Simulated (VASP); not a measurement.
Runs of VASP 6.6.1 on Ge. The structure is that of space group I4_132 (No. 214), or close to it. The cells are those of the table. 

| task | cell | k mesh | cutoff (eV) | gap on the mesh (eV) | pressure (GPa) | relaxed volume (Å³/atom) |
| --- | --- | --- | --- | --- | --- | --- |
| single point | a = 6.788 Å, angles 109.5°, 6 atoms | 4 × 4 × 4 | 520 | none | (a) | - |
| relaxation of cell and atoms | relaxed from a = 6.788 Å, angles 109.5°, 6 atoms | 4 × 4 × 4 | 600 | none | 0.1 | 47.40 |
| relaxation of cell and atoms | relaxed from a = 7.179 Å, angles 109.5°, 6 atoms | 6 × 6 × 6 | 600 | none | 0.0 | 47.71 |
| single point | a = 7.187 Å, angles 109.5°, 6 atoms | 6 × 6 × 6 | 520 | none | 0.0 | - |
| single point | a = 7.179 Å, angles 109.5°, 6 atoms | 4 × 4 × 4 | 520 | none | 0.0 | - |

Alike in all rows: level PBE; potentials or basis VASP PAW PBE potentials, release 64 (Ge_d); no spin polarisation; smearing gaussian 0.1 eV.

Problem. Fill in the values left out.

Solution. (a) 5.5.

Caveats: the volume moved by over 15 % at a fixed basis, so the end points are rough (some runs).

A k mesh can miss the band edges, and the runs leave out spin-orbit coupling on Ge.

A gap of «none» marks levels without a gap at the run's occupations.
